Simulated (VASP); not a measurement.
# Si16N (a cell with a defect) in VASP: single point with PBE

Aim: the single point of Si16N (a cell with a defect) with PBE.

Everything below comes from runs of VASP 6.6.1. Logs are shortened: lines on timing, memory, paths and dates and some standing lists are left out, and cuts for length are marked.

### Step 1. The cell of the first run

The cell holds a defect, 17 atoms: a = 7.679 Å, b = 7.679 Å, c = 7.679 Å, α = 60.00°, β = 60.00°, γ = 60.00°.

### Step 2. Single point, PBE, collinear spin, ferromagnetic start

INCAR reads:

```
SYSTEM = Si16N
ALGO = Normal
EDIFF = 1E-7
ENCUT = 520
GGA = PE
ISIF = 2
ISMEAR = -1
ISPIN = 2
LASPH = .True.
LCHARG = .True.
LELF = .True.
LORBIT = 11
LREAL = Auto
LVHAR = .True.
LWAVE = .False.
MAGMOM = 0 0 0 0 0 0 0 0 0 0 0 0 0 0 0 0 1
NBANDS = 52
NELM = 150
PREC = Accurate
SIGMA = 0.05
```

KPOINTS reads:

```
k-points
0
Gamma
  2 2 2
  0 0 0
```

POSCAR reads:

```
Si16N
1.0
    0.0000000000      5.4300000000      5.4300000000
    5.4300000000      0.0000000000      5.4300000000
    5.4300000000      5.4300000000      0.0000000000
Si N
16 1
Direct
    0.0031779466      0.0076527777     -0.0047497419
    0.1286678498      0.1546719290      0.0955215077
   -0.0131756630      0.0526923189      0.4659265390
    0.1150295484      0.1395111131      0.6210818497
    0.0130800449      0.5303033004     -0.0402781406
    0.1312356689      0.6331793765      0.1126422732
    0.0109198372      0.5135389912      0.4879722506
    0.1483871435      0.6516719942      0.5846575420
    0.4931585073      0.0164084785      0.0178651923
    0.6296154040      0.1313706645      0.1396910384
    0.4825613752     -0.0290846236      0.5102332512
    0.6258956746      0.0213945390      0.6768440047
    0.5053190512      0.5057099512     -0.0022942967
    0.6388083430      0.6493502083      0.0950645504
    0.5437544586      0.4971620533      0.4616752197
    0.6386489356      0.6045875779      0.6236277382
    0.7129222742      0.2308431498      0.4770446223
```

Potentials or basis: VASP PAW PBE potentials, release 64 (Si, N).

Launch:

```
$ cat potpaw_PBE.64/Si/POTCAR potpaw_PBE.64/N/POTCAR > POTCAR
$ mpirun -np 1 vasp_std > vasp.out
```

OUTCAR:

```text
SYSTEM = Si16N
   EDIFF = 1E-7
   ENCUT = 520
   GGA = PE
   ISIF = 2
   ISMEAR = -1
   ISPIN = 2
   LASPH = .True.
   LORBIT = 11
   LREAL = Auto
   NELM = 150
   PREC = Accurate

 ion  position               nearest neighbor table
   1  0.003  0.008  0.995-   2 2.34  10 2.35   4 2.35   6 2.35
   2  0.129  0.155  0.096-   9 2.30   3 2.33   1 2.34   5 2.36
   3  0.987  0.053  0.466-  17 1.83   2 2.33   4 2.34  12 2.48   8 2.52
   4  0.115  0.140  0.621-  11 2.33   3 2.34   1 2.35   7 2.35
   5  0.013  0.530  0.960-  14 2.35   8 2.35   6 2.35   2 2.36
   6  0.131  0.633  0.113-  13 2.35   1 2.35   5 2.35   7 2.35
   7  0.011  0.514  0.488-   8 2.34  16 2.34   4 2.35   6 2.35
   8  0.148  0.652  0.585-   7 2.34   5 2.35  15 2.48   3 2.52
   9  0.493  0.016  0.018-  12 2.27   2 2.30  14 2.32  10 2.34
  10  0.630  0.131  0.140-   9 2.34   1 2.35  13 2.35  11 2.36
  11  0.483  0.971  0.510-  12 2.31  16 2.31   4 2.33  10 2.36
  12  0.626  0.021  0.677-  17 1.72   9 2.27  11 2.31   3 2.48  15 3.03  14 3.06
  13  0.505  0.506  0.998-   6 2.35  10 2.35  16 2.35  14 2.36
  14  0.639  0.649  0.095-  15 2.31   9 2.32   5 2.35  13 2.36  12 3.06
  15  0.544  0.497  0.462-  17 1.77  16 2.30  14 2.31   8 2.48  12 3.03
  16  0.639  0.605  0.624-  15 2.30  11 2.31   7 2.34  13 2.35
  17  0.713  0.231  0.477-  12 1.72  15 1.77   3 1.83

  LATTYP: Found a face centered cubic cell.
 ALAT       =    10.8600000000

  Lattice vectors:

 A1 = (   0.0000000000,   5.4300000000,   5.4300000000)
 A2 = (   5.4300000000,   0.0000000000,   5.4300000000)
 A3 = (   5.4300000000,   5.4300000000,   0.0000000000)

Analysis of symmetry for initial positions (statically):
=====================================================================
 Subroutine PRICEL returns:
 Original cell was already a primitive cell.

 Routine SETGRP: Setting up the symmetry group for a
 face centered cubic supercell.

 Subroutine GETGRP returns: Found  1 space group operations
 (whereof  1 operations were pure point group operations)
 out of a pool of 48 trial point group operations.

The static configuration has the point symmetry C_1 .

Analysis of symmetry for dynamics (positions and initial velocities):
=====================================================================
 Subroutine PRICEL returns:
 Original cell was already a primitive cell.

 Routine SETGRP: Setting up the symmetry group for a
 face centered cubic supercell.

 Subroutine GETGRP returns: Found  1 space group operations
 (whereof  1 operations were pure point group operations)
 out of a pool of 48 trial point group operations.

The dynamic configuration has the point symmetry C_1 .

Analysis of structural, dynamic, and magnetic symmetry:
=====================================================================
 Subroutine PRICEL returns:
 Original cell was already a primitive cell.
[... 168 lines left out ...]

 E-fermi :   6.1939     XC(G=0):  -9.5464

 val. band max:        6.0270509273   @ k =   0.5000   0.5000   0.0000
 cond. band min:       6.1952947742   @ k =   0.0000   0.0000   0.5000
 fundamental gap:      0.1682438469
 Fermi energy:         6.1939111513

 spin component 1

 k-point     1 :       0.0000    0.0000    0.0000
  band No.  band energies     occupation
      1     -10.4068      1.00000
      2      -5.7084      1.00000
      3      -4.0765      1.00000
      4      -3.7605      1.00000
      5      -3.7247      1.00000
      6      -3.1156      1.00000
[... 381 lines left out ...]
     45      10.0135      0.00000
     46      10.2940      0.00000
 Fermi energy:         6.1939111513

 spin component 2

 k-point     1 :       0.0000    0.0000    0.0000
  band No.  band energies     occupation
      1     -10.4068      1.00000
      2      -5.7084      1.00000
      3      -4.0765      1.00000
      4      -3.7605      1.00000
      5      -3.7247      1.00000
      6      -3.1156      1.00000
[... 381 lines left out ...]
     45      10.0135      0.00000
     46      10.2940      0.00000
 [bands above 46 left out]

------------------------ aborting loop because EDIFF is reached ----------------------------------------

  FORCE on cell =-STRESS in cart. coord.  units (eV):
  Direction    XX          YY          ZZ          XY          YZ          ZX
  --------------------------------------------------------------------------------------
  -------------------------------------------------------------------------------------
  Total        6.3688700      4.2641850     11.7887484      2.3464215     -0.2818502      1.0428889
  in kB       31.8671690     21.3362031     58.9859796     11.7405146     -1.4102606      5.2181808
  external PRESSURE =      37.3964506 kB  Pullay stress =       0.0000000 kB

 VOLUME and BASIS-vectors are now :
 -----------------------------------------------------------------------------
  energy-cutoff  :      520.00
  volume of cell :      320.21
      direct lattice vectors                 reciprocal lattice vectors
     0.000000000  5.430000000  5.430000000    -0.092081031  0.092081031  0.092081031
     5.430000000  0.000000000  5.430000000     0.092081031 -0.092081031  0.092081031
     5.430000000  5.430000000  0.000000000     0.092081031  0.092081031 -0.092081031

 POSITION                                       TOTAL-FORCE (eV/Angst)
 -----------------------------------------------------------------------------------
      5.44576      5.42147      0.05881         0.011589      0.000261      0.010438
      1.35855      1.21735      1.53853         0.003669     -0.000454     -0.016185
      2.81610      7.88844      5.64458        -0.034104     -0.024530     -0.028579
      4.13002      3.99708      1.38216         0.026802     -0.008521     -0.065161
      8.09084      5.28231      2.95057         0.015203      0.042063     -0.037386
      4.04981      1.32426      4.15077        -0.005259     -0.015934      0.041929
[... 9 lines left out ...]
      6.66921      6.85416      6.75077         0.047906     -0.028042     -0.025984
      3.84383      6.46152      5.12465        -0.056128     -0.028375      0.061687
 -----------------------------------------------------------------------------------
    total drift:                               -0.002087     -0.001347      0.000030

  FREE ENERGIE OF THE ION-ELECTRON SYSTEM (eV)
  ---------------------------------------------------
  free  energy   TOTEN  =       -92.3518426673 eV

  energy  without entropy=      -92.3261960519  energy(sigma->0) =      -92.33901936

 total charge

# of ion       s       p       d       tot
------------------------------------------
    1        0.740   0.957   0.000   1.696
    2        0.750   0.956   0.000   1.707
    3        0.734   0.894   0.000   1.628
    4        0.744   0.961   0.000   1.705
    5        0.741   0.952   0.000   1.693
    6        0.738   0.958   0.000   1.697
[... 9 lines left out ...]
   16        0.745   0.972   0.000   1.717
   17        1.256   2.587   0.000   3.843
--------------------------------------------------
tot         13.204  17.716   0.000  30.920

 magnetization (x)

# of ion       s       p       d       tot
------------------------------------------
    1        0.000   0.000   0.000   0.000
    2       -0.000  -0.000   0.000  -0.000
    3        0.000   0.000   0.000   0.000
    4        0.000   0.000   0.000   0.000
    5        0.000   0.000   0.000   0.000
    6        0.000   0.000   0.000   0.000
[... 9 lines left out ...]
   16        0.000   0.000   0.000   0.000
   17        0.000   0.000   0.000   0.000
--------------------------------------------------
tot          0.000   0.000   0.000   0.000
```

It took 20 min on 1 thread of Intel Xeon 8259CL, shared host; peak memory 0.72 GiB.

What came out:

```
Free energy                                           : -92.3518 eV
Pressure                                              : 3.7 GPa
Largest force                                         : 0.088 eV/Å
Net moment                                            : 0.00 μB per cell
Valence electrons inside the program's atomic spheres : Si 1.70, 1.71, 1.63, 1.69, 1.64, 1.74, 1.72, 1.66 (each value once); N 3.84
```

Forces in eV/Å, atoms in the order of the input:
```
Si   0.012  0.000  0.010
Si   0.004  0.000 -0.016
Si  -0.034 -0.025 -0.029
Si   0.027 -0.009 -0.065
Si   0.015  0.042 -0.037
Si  -0.005 -0.016  0.042
Si  -0.057 -0.038 -0.013
Si   0.053  0.025  0.055
Si   0.027  0.001  0.016
Si  -0.016 -0.026  0.035
Si   0.046  0.048  0.058
Si  -0.015  0.018 -0.067
Si   0.002  0.003 -0.001
Si  -0.061 -0.029  0.021
Si   0.012  0.061 -0.043
Si   0.048 -0.028 -0.026
N   -0.056 -0.028  0.062
```

Levels at points of the mesh, in eV from the Fermi level:
Spin up:
| k point | band 30 | band 31 | band 32 | band 33 | band 34 | band 35 | band 36 | band 37 | band 38 | band 39 |
| --- | --- | --- | --- | --- | --- | --- | --- | --- | --- | --- |
| (0.00, 0.00, 0.00) | -1.33 | -1.26 | -0.76 | -0.44 | -0.36 | -0.29 | 0.11 | 0.54 | 0.66 | 0.73 |
| (0.50, 0.00, 0.00) | -1.61 | -1.46 | -1.15 | -1.03 | -0.67 | 0.37 | 0.98 | 1.22 | 1.28 | 1.29 |
| (0.00, 0.50, 0.00) | -1.62 | -1.39 | -1.12 | -0.83 | -0.51 | 0.01 | 0.89 | 1.17 | 1.35 | 1.40 |
| (0.00, 0.00, 0.50) | -1.58 | -1.26 | -1.14 | -1.04 | -0.80 | 0.00 | 0.93 | 1.21 | 1.29 | 1.41 |
| (0.50, 0.50, 0.50) | -1.65 | -1.20 | -1.08 | -1.00 | -0.73 | -0.19 | 1.03 | 1.09 | 1.26 | 1.34 |
| (0.50, 0.50, 0.00) | -1.74 | -1.68 | -1.59 | -1.58 | -0.34 | -0.17 | 0.92 | 1.24 | 1.80 | 2.06 |
| (0.00, 0.50, 0.50) | -1.85 | -1.67 | -1.56 | -1.50 | -0.95 | 0.52 | 1.07 | 1.41 | 2.05 | 2.18 |
| (0.50, 0.00, 0.50) | -1.81 | -1.70 | -1.54 | -1.36 | -1.07 | 0.23 | 1.09 | 1.43 | 2.06 | 2.15 |
Spin down:
```tsv
k point	band 32	band 33	band 34	band 35	band 36	band 37
(0.00, 0.00, 0.00)	-0.76	-0.44	-0.36	-0.29	0.11	0.54
(0.50, 0.00, 0.00)	-1.15	-1.03	-0.67	0.37	0.98	1.22
(0.00, 0.50, 0.00)	-1.12	-0.83	-0.51	0.01	0.89	1.17
(0.00, 0.00, 0.50)	-1.14	-1.04	-0.80	0.00	0.93	1.21
(0.50, 0.50, 0.50)	-1.08	-1.00	-0.73	-0.19	1.03	1.09
(0.50, 0.50, 0.00)	-1.59	-1.58	-0.34	-0.17	0.92	1.24
(0.00, 0.50, 0.50)	-1.56	-1.50	-0.95	0.52	1.07	1.41
(0.50, 0.00, 0.50)	-1.54	-1.36	-1.07	0.23	1.09	1.43
```

Caveat: the k points lie up to 0.50 Å⁻¹ apart.
